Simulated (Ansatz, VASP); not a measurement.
## Ga2SiS: VASP beside Ansatz

```xyz
4
Lattice="3.7463 0.0000 0.0000 0.0000 3.7463 0.0000 0.0000 0.0000 5.3044" Properties=species:S:1:pos:R:3 pbc="T T T"
Ga    1.8731    0.0000    2.6522
Ga    0.0000    1.8731    2.6522
Si    0.0000    0.0000    0.0000
S     1.8731    1.8731    0.0000
```

Alike in both runs: functional PBE; k mesh 12 × 12 × 10; occupations gaussian, width 0.1 eV; no spin polarisation.

Ansatz relaxed the structure, and its values are those at the end. VASP's run is a single point on that final structure, the one shown.

|  | VASP | Ansatz |
| --- | --- | --- |
| version | VASP 6.6.1 | Ansatz 0.2.0 |
| potentials or method | VASP PAW PBE potentials, release 64 (Ga_d, Si, S), cutoff 520 eV | scalar-relativistic, plane waves, PAW |
| valence electrons in the cell | 36 | 36 |

|  | VASP | Ansatz | Ansatz less VASP |
| --- | --- | --- | --- |
| gap on the k mesh at the Fermi level (eV) | none | none | - |
| pressure (GPa) | 0.0 | 0.0 | -0.05 |

A gap of «none» marks a metal or a gap that the smearing closes. With one functional, cell and mesh, what is left measures potentials, basis and numerics.
